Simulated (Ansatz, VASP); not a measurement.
## InP in VASP and in Ansatz

The input INCAR:

```
SYSTEM = InP
ALGO = Normal ; EDIFF = 1E-7
ENCUT = 520 ; GGA = PE
ISIF = 2 ; ISMEAR = 0
LASPH = .True. ; LCHARG = .False.
LREAL = .False. ; LWAVE = .False.
NBANDS = 16 ; NELM = 100
PREC = Accurate ; SIGMA = 0.15
```

Contents of KPOINTS:

```
k-points
0
Gamma
  20 20 20
  0 0 0
```

The input POSCAR:

```
InP
1.0
    0.0000000000      2.8322435095      2.7206531153
    2.8322435095      0.0000000000      2.7206531153
    2.8322435095      2.8322435095      0.0000000000
In P
1 1
Direct
    0.0000000000      0.0000000000      0.0000000000
    0.5000000000      0.5000000000      0.5000000000
```

Input for Ansatz:

```yaml
crystal:
  lattice:
    - [0.0, 2.8322435095, 2.7206531153]
    - [2.8322435095, 0.0, 2.7206531153]
    - [2.8322435095, 2.8322435095, 0.0]
  atoms:
    - { symbol: In, position: [0.0, 0.0, 0.0] }
    - { symbol: P, position: [0.5, 0.5, 0.5] }
basis:
  ecutwfc: 420
kpoints:
  mp_grid: { grid: [20, 20, 20] }
hamiltonian:
  xc: pbe
scf:
  occupations: { method: gaussian, width: 0.15 }
output:
  forces: true
  stress: true
  eigenvalues: true
```

Alike in both runs: task single point; functional PBE; k mesh 20 × 20 × 20; occupations gaussian, width 0.15 eV; no spin polarisation.

|  | VASP | Ansatz |
| --- | --- | --- |
| version | VASP 6.6.1 | Ansatz 0.2.0 |
| potentials or method | VASP PAW PBE potentials, release 64 (In_d, P), cutoff 520 eV | scalar-relativistic, plane waves, PAW |
| valence electrons in the cell | 18 | 18 |

|  | VASP | Ansatz | Ansatz less VASP |
| --- | --- | --- | --- |
| gap on the k mesh at the Fermi level (eV) | none | none | - |
| pressure (GPa) | -1.6 | -1.6 | +0.04 |
| traceless stress, the component that is largest in VASP (GPa) | 2.71 | 2.72 | +0.013 |

A gap of «none» marks a metal or a gap that the smearing closes. With one functional, cell and mesh, what is left measures potentials, basis and numerics.
